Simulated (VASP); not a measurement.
# HgH (Fmmm) in VASP: single point with PBE

Aim: the single point of HgH with PBE.

All numbers are computed with VASP 6.6.1; they aren't measurements. Logs are shortened: lines on timing, memory, paths and dates and some standing lists are left out, and cuts for length are marked.

### 1 The cell of the first run

Symmetry: Fmmm, No. 69, orthorhombic system. Conventional cell: a = 5.254 Å, b = 5.307 Å, c = 17.127 Å, α = 90.00°, β = 90.00°, γ = 90.00°. Within 4.6 Å of Hg (site symmetry mm2) lie 8 Hg at 3.51 to 3.73 Å and 8 H at 3.86 to 4.35 Å. H (site symmetry m2m) has 1 H at 0.75 Å within 1.0 Å.

### 2 Single point, PBE

INCAR

```
PREC = Accurate
ENCUT = 520
EDIFF = 1E-6
ISMEAR = 0
SIGMA = 0.02
LREAL = F
LASPH = T
NELM = 100
ALGO = Normal
ISIF = 2
LWAVE = F
LCHARG = F
GGA = PE
NBANDS = 36
```

KPOINTS

```
regular mesh
0
Gamma
  6 6 4
```

POSCAR

```
HgH
1.0
    2.6533095593     -8.5636163938      0.0000000000
    2.6533095593      8.5636163938      0.0000000000
    0.0000000000      0.0000000000      5.2544590547
Hg H
4 4
Direct
    0.3179645171      0.6820354829      0.5000000000
    0.8179645171      0.1820354829      1.0000000000
    0.1820354829      0.8179645171      0.0000000000
    0.6820354829      0.3179645171      0.5000000000
    0.4292324261      0.4292324261      0.0000000000
    0.5707675739      0.5707675739      1.0000000000
    0.9292324261      0.9292324261      0.5000000000
    0.0707675739      0.0707675739      0.5000000000
```

Potentials or basis: VASP PAW PBE potentials, release 64 (Hg, H).

Run with:

```console
cat potpaw_PBE.64/Hg/POTCAR potpaw_PBE.64/H/POTCAR > POTCAR
mpirun -np 1 vasp_std > vasp.out
```

OUTCAR:

```text
PREC = Accurate
   ENCUT = 520
   EDIFF = 1E-6
   ISMEAR = 0
   LREAL = F
   LASPH = T
   NELM = 100
   ISIF = 2
   GGA = PE

 ion  position               nearest neighbor table
   1  0.318  0.682  0.500-   3 3.51   3 3.51   4 3.53   4 3.53   2 3.73   2 3.73   2 3.73   2 3.73

   2  0.818  0.182  0.000-   4 3.51   4 3.51   3 3.53   3 3.53   1 3.73   1 3.73   1 3.73   1 3.73

   3  0.182  0.818  0.000-   1 3.51   1 3.51   2 3.53   2 3.53   4 3.73   4 3.73   4 3.73   4 3.73

   4  0.682  0.318  0.500-   2 3.51   2 3.51   1 3.53   1 3.53   3 3.73   3 3.73   3 3.73   3 3.73

   5  0.429  0.429  0.000-   6 0.75
   6  0.571  0.571  0.000-   5 0.75
   7  0.929  0.929  0.500-   8 0.75
   8  0.071  0.071  0.500-   7 0.75

  LATTYP: Found a base centered orthorhombic cell.
 ALAT       =     5.3066191186
 B/A-ratio  =     3.2275225346
 C/A-ratio  =     0.9901707542

  Lattice vectors:

 A1 = (   2.6533095593,  -8.5636163938,   0.0000000000)
 A2 = (   2.6533095593,   8.5636163938,   0.0000000000)
 A3 = (   0.0000000000,   0.0000000000,   5.2544590547)

Analysis of symmetry for initial positions (statically):
=====================================================================
 Subroutine PRICEL returns following result:

  LATTYP: Found a face centered orthorhombic cell.
 ALAT       =     5.2544590547
 B/A-ratio  =     1.0099268190
 C/A-ratio  =     3.2595615665

  Lattice vectors:

 A1 = (   2.6533095593,   8.5636163938,   0.0000000000)
 A2 = (   0.0000000000,   8.5636163938,   2.6272295273)
 A3 = (   2.6533095593,   0.0000000000,   2.6272295274)

   2 primitive cells build up your supercell.

 Routine SETGRP: Setting up the symmetry group for a
 base centered orthorhombic supercell.

 Subroutine GETGRP returns: Found  8 space group operations
 (whereof  8 operations were pure point group operations)
 out of a pool of  8 trial point group operations.

The static configuration has the point symmetry D_2h.

Analysis of symmetry for dynamics (positions and initial velocities):
=====================================================================
 Subroutine PRICEL returns following result:

  LATTYP: Found a face centered orthorhombic cell.
 ALAT       =     5.2544590547
 B/A-ratio  =     1.0099268190
 C/A-ratio  =     3.2595615665

  Lattice vectors:

 A1 = (   2.6533095593,   8.5636163938,   0.0000000000)
 A2 = (   0.0000000000,   8.5636163938,   2.6272295273)
 A3 = (   2.6533095593,   0.0000000000,   2.6272295274)

   2 primitive cells build up your supercell.

 Routine SETGRP: Setting up the symmetry group for a
 base centered orthorhombic supercell.

 Subroutine GETGRP returns: Found  8 space group operations
 (whereof  8 operations were pure point group operations)
 out of a pool of  8 trial point group operations.

The dynamic configuration has the point symmetry D_2h.

 Subroutine INISYM returns: Found  8 space group operations
 (whereof  8 operations are pure point group operations),
 and found     2 'primitive' translations

----------------------------------------------------------------------------------------

                                     Primitive cell

  volume of cell :     119.3914

  direct lattice vectors                    reciprocal lattice vectors
     2.653309559  8.563616394  0.000000000     0.188443900  0.058386548 -0.190314548
     0.000000000  8.563616394  2.627229527    -0.188443900  0.058386548  0.190314548
     2.653309559  0.000000000  2.627229527     0.188443900 -0.058386548  0.190314548

  length of vectors
     8.965242738  8.957558860  3.733950536     0.274116252  0.274116252  0.274116252

  position of ions in fractional coordinates (direct lattice)
     0.182035483  0.182035483  0.817964517
     0.817964517  0.817964517  0.182035483
     0.429232426  0.570767574  0.429232426
     0.570767574  0.429232426  0.570767574

  ion indices of the primitive-cell ions
   primitive index   ion index
                 1           1
                 2           4
                 3           7
                 4           8

----------------------------------------------------------------------------------------

 KPOINTS: regular mesh

Automatic generation of k-mesh.
 Grid dimensions read from file:
 generate k-points for:    6    6    4

 Generating k-lattice:

  Cartesian coordinates                     Fractional coordinates (reciprocal lattice)
     0.031407317 -0.009731091  0.000000000     0.166666667  0.000000000  0.000000000
     0.031407317  0.009731091  0.000000000     0.000000000  0.166666667  0.000000000
     0.000000000  0.000000000  0.047578637     0.000000000  0.000000000  0.250000000

  Length of vectors
     0.032880293  0.032880293  0.047578637

  Shift w.r.t. Gamma in fractional coordinates (k-lattice)
     0.000000000  0.000000000  0.000000000

 Subroutine IBZKPT returns following result:
 ===========================================

 Found     39 irreducible k-points:

 Following reciprocal coordinates:
            Coordinates               Weight
  0.000000  0.000000  0.000000      1.000000
  0.166667  0.000000  0.000000      4.000000
  0.333333 -0.000000  0.000000      4.000000
  0.500000 -0.000000  0.000000      2.000000
  0.166667  0.166667  0.000000      2.000000
  0.333333  0.166667  0.000000      4.000000
[... 16 lines left out ...]
  0.333333  0.333333  0.250000      4.000000
  0.500000  0.333333  0.250000      8.000000
 [... further k-points ...]
   k-points           NKPTS =     39   k-points in BZ     NKDIM =     39   number of bands    NBANDS=     36
   number of dos      NEDOS =    301   number of ions     NIONS =      8
   total plane-waves  NPLWV = 196000
   dimension x,y,z NGX =    70 NGY =   70 NGZ =   40
   dimension x,y,z NGXF=   140 NGYF=  140 NGZF=   80
   ions per type =               4   4
   NGX,Y,Z   is equivalent  to a cutoff of  12.98, 12.98, 12.66 a.u.
   NGXF,Y,Z  is equivalent  to a cutoff of  25.96, 25.96, 25.31 a.u.
 SYSTEM =  unknown system
   PREC   = accura    normal or accurate (medium, high low for compatibility)
   ISTART =      0    job   : 0-new  1-cont  2-samecut
   ICHARG =      2    charge: 1-file 2-atom 10-const
   ISPIN  =      1    spin polarized calculation?
   LNONCOLLINEAR =      F non collinear calculations
   LSORBIT =      F    spin-orbit coupling
   LASPH  =      T    aspherical Exc in radial PAW
   ENCUT  =  520.0 eV  38.22 Ry    6.18 a.u.  16.67 16.67  9.77*2*pi/ulx,y,z
   NELM   =    100;   NELMIN=  2; NELMDL= -5     # of ELM steps
   EDIFF  = 0.1E-05   stopping-criterion for ELM
   LREAL  =      F    real-space projection
   EDIFFG = 0.1E-04   stopping-criterion for IOM
   NSW    =      0    number of steps for IOM
   IBRION =     -1    ionic relax: 0-MD 1-quasi-New 2-CG
   NFREE  =      0    steps in history (QN), initial steepest desc. (CG)
   ISIF   =      2    stress and relaxation
   ISYM   =      2    0-nonsym 1-usesym 2-fastsym
   POTIM  = 0.5000    time-step for ionic-motion
   TEBEG  =    0.0;   TEEND  =   0.0 temperature during run
   PSTRESS=    0.0 pullay stress
   NELECT =      52.0000    total number of electrons
   NUPDOWN=      -1.0000    fix difference up-down
   EMIN   =  10.00;   EMAX   =-10.00  energy-range for DOS
   EFERMI =   0.00;   METHOD = LEGACY
   ISMEAR =     0;   SIGMA  =   0.02  broadening in eV -4-tet -1-fermi 0-gaus
   EFERMI_NEDOS =   21; number of points for ismear=-14 and -15
   IALGO  =     38    algorithm
   IMIX   =      4    mixing-type and parameters
     AMIX     =   0.40;   BMIX     =  1.00
     AMIX_MAG =   1.60;   BMIX_MAG =  1.00
  volume/ion in A,a.u.               =      29.85       201.42
  Fermi-wavevector in a.u.,A,eV,Ry     =   0.984937  1.861260 13.199011  0.970100
  Thomas-Fermi vector in A             =   2.116206
   LORBIT       =      0    0 simple, 1 ext, 2 COOP (PROOUT), +10 PAW based schemes
   GGA     = PE    functional components
   LHFCALC =     F    Hartree Fock is set to
   AEXX    =    0.0000 exact exchange contribution
   IVDW    =     0    specifies the selected vdW correction
   LEPSILON=     F    determine dielectric tensor
   LRPA    =     F    only Hartree local field effects (RPA)
 non-spin polarized calculation
 Gauss-broadening in eV      SIGMA  =   0.02
  energy-cutoff  :      520.00
  volume of cell :      238.78
 maximum number of plane-waves:      6452
 NGX is ok and might be reduce to    70
   NGX = 33   NGY = 33   NGZ = 19

 number of electron      51.9999997 magnetization

 Free energy of the ion-electron system (eV)
  ---------------------------------------------------
  ext. energy  EPLUGINS =         0.00000000
  ---------------------------------------------------
  free energy    TOTEN  =       -14.09053498 eV

  energy without entropy =      -14.09053498  energy(sigma->0) =      -14.09053498

 E-fermi :  -2.1020     XC(G=0):  -6.7921

 val. band max:       -2.2103240860   @ k =   0.5000   0.5000   0.0000
 cond. band min:      -0.3200430761   @ k =   0.1667   0.1667   0.5000
 fundamental gap:      1.8902810099
 Fermi energy:        -2.1019755804

 k-point     1 :       0.0000    0.0000    0.0000
  band No.  band energies     occupation
      1      -7.8524      2.00000
      2      -7.6448      2.00000
      3      -7.5710      2.00000
      4      -7.5662      2.00000
      5      -7.5531      2.00000
      6      -7.5477      2.00000
[... 28 lines left out ...]
     35       4.5572      0.00000
     36       5.1191      0.00000

 k-point     2 :       0.1667    0.0000    0.0000
  band No.  band energies     occupation
      1      -7.7983      2.00000
      2      -7.6089      2.00000
      3      -7.5570      2.00000
      4      -7.5518      2.00000
      5      -7.5166      2.00000
      6      -7.5152      2.00000
[... 28 lines left out ...]
     35       4.4796      0.00000
     36       4.6093      0.00000
[... 817 lines left out ...]
     35       5.0344      0.00000
     36       5.1725      0.00000

 k-point    24 :       0.5000    0.3333    0.2500
  band No.  band energies     occupation
      1      -7.7050      2.00000
      2      -7.5760      2.00000
      3      -7.5425      2.00000
      4      -7.5189      2.00000
      5      -7.4480      2.00000
      6      -7.4288      2.00000
[... 28 lines left out ...]
     35       4.3515      0.00000
     36       4.5883      0.00000

 [... further k-points ...]
[... 5 lines left out ...]
  --------------------------------------------------------------------------------------
  -------------------------------------------------------------------------------------
  Total       -0.2097705      0.0892396     -0.1484677      0.0000000      0.0000000      0.0000000
  in kB       -1.4075114      0.5987769     -0.9961834      0.0000000      0.0000000      0.0000000
  external PRESSURE =      -0.6016393 kB  Pullay stress =       0.0000000 kB

 VOLUME and BASIS-vectors are now :
 -----------------------------------------------------------------------------
  energy-cutoff  :      520.00
  volume of cell :      238.78
      direct lattice vectors                 reciprocal lattice vectors
     2.653309559 -8.563616394  0.000000000     0.188443900 -0.058386548  0.000000000
     2.653309559  8.563616394  0.000000000     0.188443900  0.058386548  0.000000000
     0.000000000  0.000000000  5.254459055     0.000000000  0.000000000  0.190314548

 POSITION                                       TOTAL-FORCE (eV/Angst)
 -----------------------------------------------------------------------------------
      2.65331      3.11776      2.62723         0.000000     -0.006394     -0.000000
      2.65331     -5.44585      0.00000         0.000000     -0.006394     -0.000000
      2.65331      5.44585      0.00000         0.000000      0.006394     -0.000000
      2.65331     -3.11776      2.62723         0.000000      0.006394     -0.000000
      2.27777      0.00000      0.00000         0.010975      0.000000     -0.000000
      3.02885      0.00000      0.00000        -0.010975      0.000000      0.000000
      4.93108      0.00000      2.62723         0.010975      0.000000      0.000000
      0.37554      0.00000      2.62723        -0.010975      0.000000     -0.000000
 -----------------------------------------------------------------------------------
    total drift:                                0.000000     -0.000000     -0.000000

  FREE ENERGIE OF THE ION-ELECTRON SYSTEM (eV)
  ---------------------------------------------------
  free  energy   TOTEN  =       -14.0905349808 eV

  energy  without entropy=      -14.0905349808  energy(sigma->0) =      -14.09053498
```

It took 6.8 min on 1 thread of AMD EPYC 7R13 (Zen 3), shared host; peak memory 0.57 GiB.

Results:

* Free energy: -14.0905 eV
* Pressure: -0.1 GPa
* Largest force: 0.011 eV/Å
* Band gap on the k mesh: 1.89 eV

Forces on the atoms (eV/Å):
```
Hg   0.000 -0.006  0.000
Hg   0.000 -0.006  0.000
Hg   0.000  0.006  0.000
Hg   0.000  0.006  0.000
H    0.011  0.000  0.000
H   -0.011  0.000  0.000
H    0.011  0.000  0.000
H   -0.011  0.000  0.000
```

Levels at points of the mesh, in eV from the valence-band top:
| k point | band 23 | band 24 | band 25 | band 26 | band 27 | band 28 | band 29 | band 30 |
| --- | --- | --- | --- | --- | --- | --- | --- | --- |
| (0.00, 0.00, 0.00) | -4.53 | -1.80 | -0.07 | -0.02 | 2.41 | 2.45 | 3.05 | 4.58 |
| (0.50, 0.00, 0.00) | -3.17 | -3.17 | -0.87 | -0.87 | 3.84 | 3.84 | 4.06 | 4.06 |
| (0.50, 0.50, 0.00) | -4.61 | -1.65 | -0.09 | 0.00 | 2.33 | 2.50 | 2.83 | 5.07 |
| (0.00, 0.00, 0.50) | -3.11 | -3.11 | -0.88 | -0.88 | 3.87 | 3.87 | 3.92 | 3.92 |
| (0.50, 0.00, 0.50) | -1.82 | -1.82 | -1.79 | -1.79 | 1.98 | 1.98 | 2.23 | 2.23 |
| (0.50, 0.50, 0.50) | -3.15 | -3.15 | -0.86 | -0.86 | 4.00 | 4.00 | 4.18 | 4.18 |

Caveat: spin-orbit coupling is left out, which moves the levels of the heavy elements. A k mesh can miss the band edges.
